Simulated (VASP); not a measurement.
Write the native input for VASP 6.6.1 that does the following.

| Property | Result |
| --- | --- |
| Task | single point |
| Functional | PBEsol |
| Potentials or basis | VASP PAW PBE potentials, release 64 (Zr_sv, N) |
| Cutoff | 520 eV |
| k mesh | 3 × 3 × 3 |
| Occupations | gaussian, width 0.05 eV |
| Spin | no spin polarisation |
| Dipole correction | no |
| Further INCAR settings | LREAL = Auto; ALGO = Normal; EDIFF = 1e-06; NBANDS = 84 |

The structure of Zr8N9 (a cell with a defect) lies in POSCAR:

```
Zr8N9
1.0
    0.0000000000      4.5885310000      4.5885310000
    4.5885310000      0.0000000000      4.5885310000
    4.5885310000      4.5885310000      0.0000000000
Zr N
8 9
Direct
    0.2457781856      0.2535131567      0.2506088527
    0.2522047964      0.2482011839      0.7499948328
    0.2492323004      0.7488105974      0.2494142551
    0.2492474289      0.7488167200      0.7529270958
    0.7497157950      0.2493353732      0.2547863593
    0.7498162883      0.2492289586      0.7465765774
    0.7539574283      0.7453529339      0.2505099034
    0.7486306168      0.7517798894      0.7499834114
    0.0025785307      0.0011883439     -0.0016302985
   -0.0148853247      0.0449420001      0.4852174281
   -0.0156412961      0.4838869037      0.0461607648
   -0.0156704641      0.4838679475      0.4861129698
    0.4974501727     -0.0029556764      0.0025254537
    0.4975976435     -0.0029941758      0.5032395743
    0.5017056091      0.5020242515     -0.0017085907
    0.5453276367      0.4846512824      0.4852784124
    0.1248124727      0.6243765300      0.6256059983
```

One way to write it, as run:

INCAR

```
PREC = Accurate ; ENCUT = 520
EDIFF = 1E-6 ; ISMEAR = 0
SIGMA = 0.05 ; LREAL = Auto
LASPH = T ; NELM = 60
ALGO = Normal ; ISIF = 2
LWAVE = F ; LCHARG = T
GGA = PS ; LELF = T
LVHAR = T ; NBANDS = 84
```

KPOINTS

```
regular mesh
0
Gamma
  3 3 3
```

Potentials or basis: VASP PAW PBE potentials, release 64 (Zr_sv, N).

Launch:

```bash
$ cat potpaw_PBE.64/Zr_sv/POTCAR potpaw_PBE.64/N/POTCAR > POTCAR
$ mpirun -np 1 vasp_std > vasp.out
```

Results of the run:

* Pressure: 9.4 GPa
* Largest force: 0.050 eV/Å
* Band gap on the k mesh: zero (an odd number of electrons rules out a gap without spin polarisation)

Caveat: the k points lie up to 0.40 Å⁻¹ apart, too coarse for converged energies and pressures of a metal; the PAW data sets were made with another functional, which shifts forces and pressure a little; an odd number of electrons without spin polarisation forces a metal; a magnetic or distorted state may lie lower.

Wall time 17 min on 1 thread of Intel Xeon 8259CL (shared host), peak memory 0.4 GiB.
